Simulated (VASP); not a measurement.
# Dy2H (Fd-3m) in VASP: notebook

Runs on Dy2H. Level: PBE. Tasks: single point.

All numbers are computed with VASP 6.6.1; they aren't measurements. Logs are shortened: lines on timing, memory, paths and dates and some standing lists are left out, and cuts for length are marked.

## (1) The cell of the first run

The structure is cubic, space group Fd-3m (No. 227). The conventional cell has a = 9.019 Å, b = 9.019 Å, c = 9.019 Å, α = 90.00°, β = 90.00°, γ = 90.00°. Within 4.2 Å of Dy (site symmetry -3m) lie 6 Dy at 3.19 Å and 6 H at 3.74 Å. H (site symmetry -43m) has 12 Dy at 3.74 Å and 4 H at 3.91 Å within 4.9 Å.

The cell was built from a structure type or drawn by symmetry, and may not be a known phase.

## (2) Single point, PBE

INCAR reads:

```
SYSTEM = Dy2H
ALGO = Normal
EDIFF = 1E-6
ENCUT = 500
GGA = PE
GGA_COMPAT = .FALSE.
ISIF = 2
ISMEAR = 0
LASPH = .TRUE.
LCHARG = .FALSE.
LMAXMIX = 6
LREAL = .FALSE.
LWAVE = .FALSE.
NBANDS = 28
NELM = 200
PREC = Accurate
SIGMA = 0.2
```

KPOINTS reads:

```
k-points
0
G
  4 4 4
  0 0 0
```

POSCAR reads:

```
Dy2H
1.0
    0.0000000000      4.5093056158      4.5093056158
    4.5093056158      0.0000000000      4.5093056158
    4.5093056158      4.5093056158      0.0000000000
Dy H
4 2
Direct
    0.6250000000      0.6250000000      0.6250000000
    0.1250000000      0.6250000000      0.6250000000
    0.6250000000      0.6250000000      0.1250000000
    0.6250000000      0.1250000000      0.6250000000
    0.0000000000      0.0000000000      0.0000000000
    0.2500000000      0.2500000000      0.2500000000
```

Potentials or basis: VASP PAW PBE potentials, release 64 (Dy_3, H), 4f in core.

Started as:

```
$ cat potpaw_PBE.64/Dy_3/POTCAR potpaw_PBE.64/H/POTCAR > POTCAR
$ mpirun -np 1 vasp_std > vasp.out
```

OUTCAR:

```text
SYSTEM = Dy2H
   EDIFF = 1E-6
   ENCUT = 500
   GGA = PE
   ISIF = 2
   ISMEAR = 0
   LASPH = .TRUE.
   LREAL = .FALSE.
   NELM = 200
   PREC = Accurate

 ion  position               nearest neighbor table
   1  0.625  0.625  0.625-   2 3.19   3 3.19   4 3.19   3 3.19   4 3.19   2 3.19
   2  0.125  0.625  0.625-   1 3.19   3 3.19   4 3.19   1 3.19   3 3.19   4 3.19
   3  0.625  0.625  0.125-   1 3.19   1 3.19   2 3.19   4 3.19   4 3.19   2 3.19
   4  0.625  0.125  0.625-   1 3.19   3 3.19   1 3.19   2 3.19   3 3.19   2 3.19
   5  0.000  0.000  0.000-
   6  0.250  0.250  0.250-

  LATTYP: Found a face centered cubic cell.
 ALAT       =     9.0186112316

  Lattice vectors:

 A1 = (   0.0000000000,   4.5093056158,   4.5093056158)
 A2 = (   4.5093056158,   0.0000000000,   4.5093056158)
 A3 = (   4.5093056158,   4.5093056158,   0.0000000000)

Analysis of symmetry for initial positions (statically):
=====================================================================
 Subroutine PRICEL returns:
 Original cell was already a primitive cell.

 Routine SETGRP: Setting up the symmetry group for a
 face centered cubic supercell.

 Subroutine GETGRP returns: Found 48 space group operations
 (whereof 24 operations were pure point group operations)
 out of a pool of 48 trial point group operations.

The static configuration has the point symmetry T_d .
 The point group associated with its full space group is O_h .

Analysis of symmetry for dynamics (positions and initial velocities):
=====================================================================
 Subroutine PRICEL returns:
 Original cell was already a primitive cell.

 Routine SETGRP: Setting up the symmetry group for a
 face centered cubic supercell.

 Subroutine GETGRP returns: Found 48 space group operations
 (whereof 24 operations were pure point group operations)
 out of a pool of 48 trial point group operations.

The dynamic configuration has the point symmetry T_d .
 The point group associated with its full space group is O_h .

 Subroutine INISYM returns: Found 48 space group operations
 (whereof 24 operations are pure point group operations),
 and found     1 'primitive' translations

----------------------------------------------------------------------------------------

                                     Primitive cell

  volume of cell :     183.3830

  direct lattice vectors                    reciprocal lattice vectors
     0.000000000  4.509305616  4.509305616    -0.110881817  0.110881817  0.110881817
     4.509305616  0.000000000  4.509305616     0.110881817 -0.110881817  0.110881817
     4.509305616  4.509305616  0.000000000     0.110881817  0.110881817 -0.110881817

  length of vectors
     6.377121159  6.377121159  6.377121159     0.192052941  0.192052941  0.192052941

  position of ions in fractional coordinates (direct lattice)
     0.625000000  0.625000000  0.625000000
     0.125000000  0.625000000  0.625000000
     0.625000000  0.625000000  0.125000000
     0.625000000  0.125000000  0.625000000
     0.000000000  0.000000000  0.000000000
     0.250000000  0.250000000  0.250000000

  ion indices of the primitive-cell ions
   primitive index   ion index
                 1           1
                 2           2
                 3           3
                 4           4
                 5           5
                 6           6

----------------------------------------------------------------------------------------

 KPOINTS: k-points

Automatic generation of k-mesh.
 Grid dimensions read from file:
 generate k-points for:    4    4    4

 Generating k-lattice:

  Cartesian coordinates                     Fractional coordinates (reciprocal lattice)
    -0.027720454  0.027720454  0.027720454     0.250000000  0.000000000  0.000000000
     0.027720454 -0.027720454  0.027720454     0.000000000  0.250000000  0.000000000
     0.027720454  0.027720454 -0.027720454     0.000000000  0.000000000  0.250000000

  Length of vectors
     0.048013235  0.048013235  0.048013235

  Shift w.r.t. Gamma in fractional coordinates (k-lattice)
     0.000000000  0.000000000  0.000000000

 Subroutine IBZKPT returns following result:
 ===========================================

 Found      8 irreducible k-points:

 Following reciprocal coordinates:
            Coordinates               Weight
  0.000000  0.000000  0.000000      1.000000
  0.250000  0.000000  0.000000      8.000000
  0.500000  0.000000  0.000000      4.000000
  0.250000  0.250000  0.000000      6.000000
  0.500000  0.250000  0.000000     24.000000
 -0.250000  0.250000  0.000000     12.000000
  0.500000  0.500000  0.000000      3.000000
 -0.250000  0.500000  0.250000      6.000000
   k-points           NKPTS =      8   k-points in BZ     NKDIM =      8   number of bands    NBANDS=     28
   number of dos      NEDOS =    301   number of ions     NIONS =      6
   total plane-waves  NPLWV = 110592
   dimension x,y,z NGX =    48 NGY =   48 NGZ =   48
   dimension x,y,z NGXF=    96 NGYF=   96 NGZF=   96
   ions per type =               4   2
   NGX,Y,Z   is equivalent  to a cutoff of  12.51, 12.51, 12.51 a.u.
   NGXF,Y,Z  is equivalent  to a cutoff of  25.03, 25.03, 25.03 a.u.
 SYSTEM =  Dy2H
   PREC   = accura    normal or accurate (medium, high low for compatibility)
   ISTART =      0    job   : 0-new  1-cont  2-samecut
   ICHARG =      2    charge: 1-file 2-atom 10-const
   ISPIN  =      1    spin polarized calculation?
   LNONCOLLINEAR =      F non collinear calculations
   LSORBIT =      F    spin-orbit coupling
   LASPH  =      T    aspherical Exc in radial PAW
   ENCUT  =  500.0 eV  36.75 Ry    6.06 a.u.  11.63 11.63 11.63*2*pi/ulx,y,z
   NELM   =    200;   NELMIN=  2; NELMDL= -5     # of ELM steps
   EDIFF  = 0.1E-05   stopping-criterion for ELM
   LREAL  =      F    real-space projection
   EDIFFG = 0.1E-04   stopping-criterion for IOM
   NSW    =      0    number of steps for IOM
   IBRION =     -1    ionic relax: 0-MD 1-quasi-New 2-CG
   NFREE  =      0    steps in history (QN), initial steepest desc. (CG)
   ISIF   =      2    stress and relaxation
   ISYM   =      2    0-nonsym 1-usesym 2-fastsym
   POTIM  = 0.5000    time-step for ionic-motion
   TEBEG  =    0.0;   TEEND  =   0.0 temperature during run
   PSTRESS=    0.0 pullay stress
   NELECT =      38.0000    total number of electrons
   NUPDOWN=      -1.0000    fix difference up-down
   EMIN   =  10.00;   EMAX   =-10.00  energy-range for DOS
   EFERMI =   0.00;   METHOD = LEGACY
   ISMEAR =     0;   SIGMA  =   0.20  broadening in eV -4-tet -1-fermi 0-gaus
   EFERMI_NEDOS =   21; number of points for ismear=-14 and -15
   IALGO  =     38    algorithm
   IMIX   =      4    mixing-type and parameters
     AMIX     =   0.40;   BMIX     =  1.00
     AMIX_MAG =   1.60;   BMIX_MAG =  1.00
  volume/ion in A,a.u.               =      30.56       206.25
  Fermi-wavevector in a.u.,A,eV,Ry     =   0.968760  1.830692 12.769022  0.938497
  Thomas-Fermi vector in A             =   2.098757
   LORBIT       =      0    0 simple, 1 ext, 2 COOP (PROOUT), +10 PAW based schemes
   GGA     = PE    functional components
   LHFCALC =     F    Hartree Fock is set to
   AEXX    =    0.0000 exact exchange contribution
   IVDW    =     0    specifies the selected vdW correction
   LEPSILON=     F    determine dielectric tensor
   LRPA    =     F    only Hartree local field effects (RPA)
 non-spin polarized calculation
 Gauss-broadening in eV      SIGMA  =   0.20
  energy-cutoff  :      500.00
  volume of cell :      183.38
 maximum number of plane-waves:      4720
 NGX is ok and might be reduce to    48
   NGX = 23   NGY = 23   NGZ = 23

 number of electron      38.0000005 magnetization

 Free energy of the ion-electron system (eV)
  ---------------------------------------------------
  ext. energy  EPLUGINS =         0.00000000
  ---------------------------------------------------
  free energy    TOTEN  =       -16.87526366 eV

  energy without entropy =      -16.67134136  energy(sigma->0) =      -16.77330251

 E-fermi :   1.3642     XC(G=0):  -8.3627

 val. band max:        1.3558172590   @ k =  -0.2500   0.5000   0.2500
 cond. band min:       1.3758370044   @ k =   0.2500   0.2500   0.0000
 fundamental gap:      0.0200197454
 Fermi energy:         1.3641978482

 k-point     1 :       0.0000    0.0000    0.0000
  band No.  band energies     occupation
      1     -23.1447      2.00000
      2     -22.7248      2.00000
      3     -22.7248      2.00000
      4     -22.7248      2.00000
      5     -22.5866      2.00000
      6     -22.5866      2.00000
[... 20 lines left out ...]
     27       4.0185      0.00000
     28       5.0395      0.00000

 k-point     2 :       0.2500    0.0000    0.0000
  band No.  band energies     occupation
      1     -23.0343      2.00000
      2     -22.6808      2.00000
      3     -22.6808      2.00000
      4     -22.6762      2.00000
      5     -22.5464      2.00000
      6     -22.5464      2.00000
[... 20 lines left out ...]
     27       3.7452      0.00000
     28       3.8799      0.00000

 k-point     3 :       0.5000    0.0000    0.0000
  band No.  band energies     occupation
      1     -22.9332      2.00000
      2     -22.6554      2.00000
      3     -22.6554      2.00000
      4     -22.4846      2.00000
      5     -22.4007      2.00000
      6     -22.4007      2.00000
[... 20 lines left out ...]
     27       2.8662      0.00000
     28       2.9724      0.00000

 k-point     4 :       0.2500    0.2500    0.0000
  band No.  band energies     occupation
      1     -22.9814      2.00000
      2     -22.7205      2.00000
      3     -22.6286      2.00000
      4     -22.6286      2.00000
      5     -22.5782      2.00000
      6     -22.5173      2.00000
[... 20 lines left out ...]
     27       3.5177      0.00000
     28       3.7414      0.00000

 k-point     5 :       0.5000    0.2500    0.0000
  band No.  band energies     occupation
      1     -22.8335      2.00000
      2     -22.6527      2.00000
      3     -22.5967      2.00000
      4     -22.5759      2.00000
      5     -22.4253      2.00000
      6     -22.3980      2.00000
[... 20 lines left out ...]
     27       2.9235      0.00000
     28       2.9847      0.00000

 k-point     6 :      -0.2500    0.2500    0.0000
  band No.  band energies     occupation
      1     -22.8921      2.00000
      2     -22.6497      2.00000
      3     -22.6183      2.00000
      4     -22.5950      2.00000
      5     -22.5465      2.00000
      6     -22.3880      2.00000
[... 20 lines left out ...]
     27       2.9518      0.00000
     28       3.4659      0.00000

 k-point     7 :       0.5000    0.5000    0.0000
  band No.  band energies     occupation
      1     -22.7397      2.00000
      2     -22.7397      2.00000
      3     -22.4546      2.00000
      4     -22.4546      2.00000
      5     -22.3811      2.00000
      6     -22.3811      2.00000
[... 20 lines left out ...]
     27       3.1697      0.00000
     28       3.2336      0.00000

 k-point     8 :      -0.2500    0.5000    0.2500
  band No.  band energies     occupation
      1     -22.6745      2.00000
      2     -22.6745      2.00000
      3     -22.5921      2.00000
      4     -22.5921      2.00000
      5     -22.3862      2.00000
      6     -22.3862      2.00000
[... 20 lines left out ...]
     27       3.1276      0.00000
     28       3.1278      0.00000

------------------------ aborting loop because EDIFF is reached ----------------------------------------

  FORCE on cell =-STRESS in cart. coord.  units (eV):
  Direction    XX          YY          ZZ          XY          YZ          ZX
  --------------------------------------------------------------------------------------
  -------------------------------------------------------------------------------------
  Total        0.5875674      0.5875674      0.5875674     -0.0000000      0.0000000      0.0000000
  in kB        5.1334492      5.1334492      5.1334492     -0.0000000      0.0000000      0.0000000
  external PRESSURE =       5.1334492 kB  Pullay stress =       0.0000000 kB

 VOLUME and BASIS-vectors are now :
 -----------------------------------------------------------------------------
  energy-cutoff  :      500.00
  volume of cell :      183.38
      direct lattice vectors                 reciprocal lattice vectors
     0.000000000  4.509305616  4.509305616    -0.110881817  0.110881817  0.110881817
     4.509305616  0.000000000  4.509305616     0.110881817 -0.110881817  0.110881817
     4.509305616  4.509305616  0.000000000     0.110881817  0.110881817 -0.110881817

 POSITION                                       TOTAL-FORCE (eV/Angst)
 -----------------------------------------------------------------------------------
      5.63663      5.63663      5.63663        -0.000000     -0.000000      0.000000
      5.63663      3.38198      3.38198        -0.000000     -0.000000      0.000000
      3.38198      3.38198      5.63663        -0.000000     -0.000000      0.000000
      3.38198      5.63663      3.38198         0.000000     -0.000000     -0.000000
      0.00000      0.00000      0.00000         0.000000      0.000000      0.000000
      2.25465      2.25465      2.25465        -0.000000     -0.000000     -0.000000
 -----------------------------------------------------------------------------------
    total drift:                                0.000000      0.000000     -0.000000

  FREE ENERGIE OF THE ION-ELECTRON SYSTEM (eV)
  ---------------------------------------------------
  free  energy   TOTEN  =       -16.8752636641 eV

  energy  without entropy=      -16.6713413626  energy(sigma->0) =      -16.77330251
```

Run time: 46 s. Hardware: 1 thread of AMD EPYC 7R13 (Zen 3), shared host; peak memory 0.29 GiB.

Results:

- Free energy: -16.8753 eV
- Pressure: 0.5 GPa
- Band gap on the k mesh: zero (bands 19 and 20 overlap by 0.88 eV)

Levels at points of the mesh, in eV from the Fermi level:
| k point | band 17 | band 18 | band 19 | band 20 | band 21 | band 22 |
| --- | --- | --- | --- | --- | --- | --- |
| (0.00, 0.00, 0.00) | -1.41 | -1.41 | -0.46 | -0.46 | -0.46 | 0.09 |
| (0.50, 0.00, 0.00) | -0.79 | -0.62 | 0.42 | 0.45 | 0.53 | 0.53 |
| (0.50, 0.50, 0.00) | -0.12 | -0.12 | 0.07 | 0.07 | 0.25 | 0.25 |

Caveat: spin-orbit coupling is left out, which moves the levels of the heavy elements; the 4f electrons are frozen in the core, so they carry no moment and show no levels. Spin polarisation is off, so any magnetic state and its effect on volume and gap are missing.

## (3) Single point, PBE

This run uses another cell than the first one, of 31.30 Å³/atom.

INCAR reads:

```
PREC = Accurate
ENCUT = 500
EDIFF = 1E-6
ISMEAR = 0
SIGMA = 0.2
LREAL = False
LASPH = True
NELM = 200
ALGO = Normal
ISIF = 2
LWAVE = False
LCHARG = True
GGA = PE
LELF = True
LVHAR = True
NBANDS = 28
GGA_COMPAT = False
LMAXMIX = 6
```

KPOINTS reads:

```
Automatic mesh
0
Gamma
  4 4 4
```

POSCAR reads:

```
Dy2H
1.0
    0.0000000000      4.5450673733      4.5450673733
    4.5450673733      0.0000000000      4.5450673733
    4.5450673733      4.5450673733      0.0000000000
Dy H
4 2
Direct
    0.1250000000      0.1250000000      0.1250000000
    0.6250000000      0.1250000000      0.1250000000
    0.1250000000      0.1250000000      0.6250000000
    0.1250000000      0.6250000000      0.1250000000
    0.5000000000      0.5000000000      0.5000000000
    0.7500000000      0.7500000000      0.7500000000
```

Potentials or basis: VASP PAW PBE potentials, release 64 (Dy_3, H), 4f in core.

Started as:

```
$ cat potpaw_PBE.64/Dy_3/POTCAR potpaw_PBE.64/H/POTCAR > POTCAR
$ mpirun -np 1 vasp_std > vasp.out
```

Run time: 46 s. Hardware: 1 thread of AMD EPYC 7R13 (Zen 3), shared host; peak memory 0.29 GiB.

The run converged. Its results:

| Item | Value |
| --- | --- |
| Free energy | -16.8837 eV |
| Pressure | 0.1 GPa |
| Band gap on the k mesh | zero (bands 19 and 20 overlap by 0.77 eV) |

Levels at points of the mesh, in eV from the Fermi level:
| k point | band 15 | band 16 | band 17 | band 18 | band 19 | band 20 | band 21 | band 22 | band 23 | band 24 |
| --- | --- | --- | --- | --- | --- | --- | --- | --- | --- | --- |
| (0.00, 0.00, 0.00) | -1.41 | -1.39 | -1.39 | -1.39 | -0.43 | -0.43 | -0.43 | 0.10 | 0.10 | 1.08 |
| (0.50, 0.00, 0.00) | -2.31 | -0.80 | -0.80 | -0.60 | 0.34 | 0.40 | 0.52 | 0.52 | 0.75 | 0.75 |
| (0.50, 0.50, 0.00) | -1.79 | -1.79 | -0.15 | -0.15 | 0.07 | 0.07 | 0.24 | 0.24 | 0.77 | 0.77 |

Caveat: spin-orbit coupling is left out, which moves the levels of the heavy elements; the 4f electrons are frozen in the core, so they carry no moment and show no levels. Spin polarisation is off, so any magnetic state and its effect on volume and gap are missing.

[end of part 1 of 2]
